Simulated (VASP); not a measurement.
# KI (I4/mmm) in VASP: a series of runs

Runs on KI. Level: LDA. Tasks: single point.

Everything below comes from runs of VASP 6.6.1. Logs are shortened: lines on timing, memory, paths and dates and some standing lists are left out, and cuts for length are marked.

**1. The cell of the first run**

It takes space group I4/mmm (No. 139, tetragonal). Conventional cell: a = 4.984 Å, b = 4.984 Å, c = 6.908 Å, α = 90.00°, β = 90.00°, γ = 90.00°. K (site symmetry 4/mmm) has 6 I at 3.45 to 3.52 Å within 4.5 Å. Within 4.5 Å of I (site symmetry 4/mmm) lie 6 K at 3.45 to 3.52 Å.

**2. Single point, LDA (strain -0.0200 x Voigt [0, 1, 0, 0, 0, 0])**

INCAR

```
PREC = Accurate
ENCUT = 520
EDIFF = 1E-6
ISMEAR = 0
SIGMA = 0.05
LREAL = False
LASPH = True
NELM = 100
ALGO = Normal
ISIF = 2
LWAVE = False
LCHARG = False
NBANDS = 15
```

KPOINTS

```
regular mesh
0
Gamma
  6 6 6
```

POSCAR

```
KI
1.0
    0.0000000000      3.4540590000      3.5245500000
    3.5245500000      0.0000000000      3.5245500000
    3.5245500000      3.4540590000      0.0000000000
K I
1 1
Direct
    0.0000000000      0.0000000000      0.0000000000
    0.5000000000      0.5000000000      0.5000000000
```

Potentials or basis: VASP PAW LDA potentials, release 64 (K_sv, I).

Command:

```console
$ cat potpaw_LDA.64/K_sv/POTCAR potpaw_LDA.64/I/POTCAR > POTCAR
$ mpirun -np 1 vasp_std > vasp.out
```

OUTCAR:

```text
PREC = Accurate
   ENCUT = 520
   EDIFF = 1E-6
   ISMEAR = 0
   LREAL = False
   LASPH = True
   NELM = 100
   ISIF = 2

 ion  position               nearest neighbor table
   1  0.000  0.000  0.000-   2 3.45   2 3.45   2 3.52   2 3.52   2 3.52   2 3.52
   2  0.500  0.500  0.500-   1 3.45   1 3.45   1 3.52   1 3.52   1 3.52   1 3.52

  LATTYP: Found a body centered tetragonal cell.
 ALAT       =     4.9844664113
 C/A-ratio  =     1.3859292911

  Lattice vectors:

 A1 = (   0.0000000000,  -3.4540590000,   3.5245500000)
 A2 = (   0.0000000000,  -3.4540590000,  -3.5245500000)
 A3 = (   3.5245500000,   3.4540590000,   0.0000000000)

Analysis of symmetry for initial positions (statically):
=====================================================================
 Subroutine PRICEL returns:
 Original cell was already a primitive cell.

 Routine SETGRP: Setting up the symmetry group for a
 body centered tetragonal supercell.

 Subroutine GETGRP returns: Found 16 space group operations
 (whereof 16 operations were pure point group operations)
 out of a pool of 16 trial point group operations.

The static configuration has the point symmetry D_4h.

Analysis of symmetry for dynamics (positions and initial velocities):
=====================================================================
 Subroutine PRICEL returns:
 Original cell was already a primitive cell.

 Routine SETGRP: Setting up the symmetry group for a
 body centered tetragonal supercell.

 Subroutine GETGRP returns: Found 16 space group operations
 (whereof 16 operations were pure point group operations)
 out of a pool of 16 trial point group operations.

The dynamic configuration has the point symmetry D_4h.

 Subroutine INISYM returns: Found 16 space group operations
 (whereof 16 operations are pure point group operations),
 and found     1 'primitive' translations

----------------------------------------------------------------------------------------

                                     Primitive cell

  volume of cell :      85.8158

  direct lattice vectors                    reciprocal lattice vectors
     0.000000000  3.454059000  3.524550000    -0.141862082  0.144757226  0.141862082
     3.524550000  0.000000000  3.524550000     0.141862082 -0.144757226  0.141862082
     3.524550000  3.454059000  0.000000000     0.141862082  0.144757226 -0.141862082

  length of vectors
     4.934873481  4.984466411  4.934873481     0.247395139  0.247395139  0.247395139

  position of ions in fractional coordinates (direct lattice)
     0.000000000  0.000000000  0.000000000
     0.500000000  0.500000000  0.500000000

  ion indices of the primitive-cell ions
   primitive index   ion index
                 1           1
                 2           2

----------------------------------------------------------------------------------------

 KPOINTS: regular mesh

Automatic generation of k-mesh.
 Grid dimensions read from file:
 generate k-points for:    6    6    6

 Generating k-lattice:

  Cartesian coordinates                     Fractional coordinates (reciprocal lattice)
    -0.023643680  0.024126204  0.023643680     0.166666667  0.000000000  0.000000000
     0.023643680 -0.024126204  0.023643680     0.000000000  0.166666667  0.000000000
     0.023643680  0.024126204 -0.023643680     0.000000000  0.000000000  0.166666667

  Length of vectors
     0.041232523  0.041232523  0.041232523

  Shift w.r.t. Gamma in fractional coordinates (k-lattice)
     0.000000000  0.000000000  0.000000000

 Subroutine IBZKPT returns following result:
 ===========================================

 Found     30 irreducible k-points:

 Following reciprocal coordinates:
            Coordinates               Weight
  0.000000  0.000000  0.000000      1.000000
  0.166667  0.000000 -0.000000      8.000000
  0.333333  0.000000 -0.000000      8.000000
  0.500000  0.000000 -0.000000      4.000000
  0.166667  0.166667  0.000000      4.000000
  0.333333  0.166667 -0.000000     16.000000
[... 16 lines left out ...]
  0.333333 -0.333333  0.166667     16.000000
  0.500000 -0.333333  0.166667      4.000000
 [... further k-points ...]
   k-points           NKPTS =     30   k-points in BZ     NKDIM =     30   number of bands    NBANDS=     15
   number of dos      NEDOS =    301   number of ions     NIONS =      2
   total plane-waves  NPLWV =  64000
   dimension x,y,z NGX =    40 NGY =   40 NGZ =   40
   dimension x,y,z NGXF=    80 NGYF=   80 NGZF=   80
   ions per type =               1   1
   NGX,Y,Z   is equivalent  to a cutoff of  13.48, 13.34, 13.48 a.u.
   NGXF,Y,Z  is equivalent  to a cutoff of  26.95, 26.68, 26.95 a.u.
 SYSTEM =  unknown system
   PREC   = accura    normal or accurate (medium, high low for compatibility)
   ISTART =      0    job   : 0-new  1-cont  2-samecut
   ICHARG =      2    charge: 1-file 2-atom 10-const
   ISPIN  =      1    spin polarized calculation?
   LNONCOLLINEAR =      F non collinear calculations
   LSORBIT =      F    spin-orbit coupling
   LASPH  =      T    aspherical Exc in radial PAW
   ENCUT  =  520.0 eV  38.22 Ry    6.18 a.u.   9.18  9.27  9.18*2*pi/ulx,y,z
   NELM   =    100;   NELMIN=  2; NELMDL= -5     # of ELM steps
   EDIFF  = 0.1E-05   stopping-criterion for ELM
   LREAL  =      F    real-space projection
   EDIFFG = 0.1E-04   stopping-criterion for IOM
   NSW    =      0    number of steps for IOM
   IBRION =     -1    ionic relax: 0-MD 1-quasi-New 2-CG
   NFREE  =      0    steps in history (QN), initial steepest desc. (CG)
   ISIF   =      2    stress and relaxation
   ISYM   =      2    0-nonsym 1-usesym 2-fastsym
   POTIM  = 0.5000    time-step for ionic-motion
   TEBEG  =    0.0;   TEEND  =   0.0 temperature during run
   PSTRESS=    0.0 pullay stress
   NELECT =      16.0000    total number of electrons
   NUPDOWN=      -1.0000    fix difference up-down
   EMIN   =  10.00;   EMAX   =-10.00  energy-range for DOS
   EFERMI =   0.00;   METHOD = LEGACY
   ISMEAR =     0;   SIGMA  =   0.05  broadening in eV -4-tet -1-fermi 0-gaus
   EFERMI_NEDOS =   21; number of points for ismear=-14 and -15
   IALGO  =     38    algorithm
   IMIX   =      4    mixing-type and parameters
     AMIX     =   0.40;   BMIX     =  1.00
     AMIX_MAG =   1.60;   BMIX_MAG =  1.00
  volume/ion in A,a.u.               =      42.91       289.56
  Fermi-wavevector in a.u.,A,eV,Ry     =   0.935246  1.767358 11.900809  0.874685
  Thomas-Fermi vector in A             =   2.062134
   LORBIT       =      0    0 simple, 1 ext, 2 COOP (PROOUT), +10 PAW based schemes
   GGA     = CA    functional components
   LHFCALC =     F    Hartree Fock is set to
   AEXX    =    0.0000 exact exchange contribution
   IVDW    =     0    specifies the selected vdW correction
   LEPSILON=     F    determine dielectric tensor
   LRPA    =     F    only Hartree local field effects (RPA)
 non-spin polarized calculation
 Gauss-broadening in eV      SIGMA  =   0.05
  energy-cutoff  :      520.00
  volume of cell :       85.82
 maximum number of plane-waves:      2341
 NGX is ok and might be reduce to    40
   NGX = 19   NGY = 19   NGZ = 19

 number of electron      15.9999999 magnetization

 Free energy of the ion-electron system (eV)
  ---------------------------------------------------
  ext. energy  EPLUGINS =         0.00000000
  ---------------------------------------------------
  free energy    TOTEN  =        -6.14358446 eV

  energy without entropy =       -6.14358446  energy(sigma->0) =       -6.14358446

 E-fermi :  -0.1892     XC(G=0):  -7.7305

 val. band max:       -0.4746908954   @ k =   0.0000   0.0000   0.0000
 cond. band min:       3.1976035596   @ k =   0.0000   0.0000   0.0000
 fundamental gap:      3.6722944551
 Fermi energy:        -0.1891821992

 k-point     1 :       0.0000    0.0000    0.0000
  band No.  band energies     occupation
      1     -28.5725      2.00000
      2     -12.3043      2.00000
      3     -12.3004      2.00000
      4     -12.3004      2.00000
      5     -11.0921      2.00000
      6      -0.4812      2.00000
      7      -0.4812      2.00000
      8      -0.4747      2.00000
      9       3.1976      0.00000
     10       5.7501      0.00000
     11       5.7501      0.00000
     12       5.8734      0.00000
     13       6.5241      0.00000
     14       6.6139      0.00000
     15       9.0277      0.00000

 k-point     2 :       0.1667    0.0000   -0.0000
  band No.  band energies     occupation
      1     -28.5718      2.00000
      2     -12.3606      2.00000
      3     -12.3031      2.00000
      4     -12.3015      2.00000
      5     -10.9984      2.00000
      6      -0.9504      2.00000
      7      -0.5842      2.00000
      8      -0.5786      2.00000
      9       3.8604      0.00000
     10       5.7054      0.00000
     11       6.0549      0.00000
     12       6.1321      0.00000
     13       6.8557      0.00000
     14       6.9520      0.00000
     15       9.9520      0.00000

 k-point     3 :       0.3333    0.0000   -0.0000
  band No.  band energies     occupation
      1     -28.5705      2.00000
      2     -12.4594      2.00000
      3     -12.3038      2.00000
      4     -12.3037      2.00000
      5     -10.8270      2.00000
      6      -1.6470      2.00000
      7      -0.7731      2.00000
      8      -0.7658      2.00000
      9       4.6251      0.00000
     10       6.3533      0.00000
     11       6.7881      0.00000
     12       6.8697      0.00000
     13       7.7175      0.00000
     14       7.8081      0.00000
     15       9.0408      0.00000
[... 343 lines left out ...]
 k-point    23 :       0.3333   -0.3333    0.1667
  band No.  band energies     occupation
      1     -28.5691      2.00000
      2     -12.4148      2.00000
      3     -12.3328      2.00000
      4     -12.3197      2.00000
      5     -10.8310      2.00000
      6      -1.5374      2.00000
      7      -1.1795      2.00000
      8      -0.9630      2.00000
      9       5.5436      0.00000
     10       5.8869      0.00000
     11       6.3888      0.00000
     12       7.6042      0.00000
     13       8.1495      0.00000
     14       8.5768      0.00000
     15       9.3402      0.00000

 k-point    24 :       0.5000   -0.3333    0.1667
  band No.  band energies     occupation
      1     -28.5690      2.00000
      2     -12.3545      2.00000
      3     -12.3483      2.00000
      4     -12.3362      2.00000
      5     -10.8805      2.00000
      6      -1.4371      2.00000
      7      -1.0848      2.00000
      8      -1.0579      2.00000
      9       4.9262      0.00000
     10       5.7306      0.00000
     11       6.6861      0.00000
     12       7.6534      0.00000
     13       7.9565      0.00000
     14       9.0619      0.00000
     15       9.4570      0.00000

 [... further k-points ...]
[... 5 lines left out ...]
  --------------------------------------------------------------------------------------
  -------------------------------------------------------------------------------------
  Total       -0.6278042     -0.3571873     -0.6278042      0.0000000      0.0000000      0.0000000
  in kB      -11.7210816     -6.6686733    -11.7210816      0.0000000      0.0000000      0.0000000
  external PRESSURE =     -10.0369455 kB  Pullay stress =       0.0000000 kB

 VOLUME and BASIS-vectors are now :
 -----------------------------------------------------------------------------
  energy-cutoff  :      520.00
  volume of cell :       85.82
      direct lattice vectors                 reciprocal lattice vectors
     0.000000000  3.454059000  3.524550000    -0.141862082  0.144757226  0.141862082
     3.524550000  0.000000000  3.524550000     0.141862082 -0.144757226  0.141862082
     3.524550000  3.454059000  0.000000000     0.141862082  0.144757226 -0.141862082

 POSITION                                       TOTAL-FORCE (eV/Angst)
 -----------------------------------------------------------------------------------
      0.00000      0.00000      0.00000         0.000000     -0.000000     -0.000000
      3.52455      3.45406      3.52455        -0.000000      0.000000      0.000000
 -----------------------------------------------------------------------------------
    total drift:                                0.000000     -0.000000     -0.000000

  FREE ENERGIE OF THE ION-ELECTRON SYSTEM (eV)
  ---------------------------------------------------
  free  energy   TOTEN  =        -6.1435844576 eV

  energy  without entropy=       -6.1435844576  energy(sigma->0) =       -6.14358446
```

It took 23 s on 1 thread of AMD EPYC 9R45 (Zen 5), shared host; peak memory 0.18 GiB.

What came out:

```
Free energy            : -6.1436 eV
Pressure               : -1.0 GPa
Band gap on the k mesh : 3.67 eV, direct
```

Stress tensor (GPa, compression positive):
```
-1.17  0.00  0.00
 0.00 -0.67  0.00
 0.00  0.00 -1.17
```

Caveat: the cell differs from its parent crystal (strain -0.0200 x Voigt [0, 1, 0, 0, 0, 0]); spin-orbit coupling is left out, which moves the levels of the heavy elements.

**3. Single point, LDA (strain -0.0100 x Voigt [0, 1, 0, 0, 0, 0])**

INCAR

```
SYSTEM = KI
PREC = Accurate
ENCUT = 520
EDIFF = 1E-7
ISMEAR = 0
SIGMA = 0.05
LREAL = .False.
LASPH = .True.
NELM = 100
ALGO = Normal
ISIF = 2
LWAVE = .False.
LCHARG = .False.
NBANDS = 15
```

KPOINTS

```
regular mesh
0
Gamma
  6 6 6
  0 0 0
```

POSCAR

```
KI
1.0
    0.0000000000      3.4893045000      3.5245500000
    3.5245500000      0.0000000000      3.5245500000
    3.5245500000      3.4893045000      0.0000000000
K I
1 1
Direct
    0.0000000000      0.0000000000      0.0000000000
    0.5000000000      0.5000000000      0.5000000000
```

Potentials or basis: VASP PAW LDA potentials, release 64 (K_sv, I).

Command:

```console
$ cat potpaw_LDA.64/K_sv/POTCAR potpaw_LDA.64/I/POTCAR > POTCAR
$ mpirun -np 1 vasp_std > vasp.out
```

Wall time 25 s (1 thread of AMD EPYC 9R45 (Zen 5), shared host); peak memory 0.18 GiB.

It converged, with:

| Item | Value |
| --- | --- |
| Free energy | -6.1392 eV |
| Pressure | -1.1 GPa |
| Band gap on the k mesh | 3.65 eV, direct |

Stress tensor (GPa, compression positive):
```
-1.19  0.00  0.00
 0.00 -0.96  0.00
 0.00  0.00 -1.19
```

Levels at points of the mesh, in eV from the valence-band top:
| k point | band 6 | band 7 | band 8 | band 9 | band 10 | band 11 |
| --- | --- | --- | --- | --- | --- | --- |
| (0.00, 0.00, 0.00) | 0.00 | 0.00 | 0.00 | 3.65 | 6.25 | 6.25 |
| (0.50, 0.00, 0.00) | -1.43 | -0.37 | -0.37 | 5.26 | 7.49 | 7.95 |
| (0.50, 0.50, 0.00) | -1.07 | -0.39 | -0.38 | 4.66 | 5.52 | 7.95 |
| (0.50, 0.00, 0.50) | -1.06 | -0.40 | -0.40 | 4.65 | 5.52 | 7.98 |

Caveat: the cell differs from its parent crystal (strain -0.0100 x Voigt [0, 1, 0, 0, 0, 0]); spin-orbit coupling is left out, which moves the levels of the heavy elements.

(Continued in part 2 of 2.)
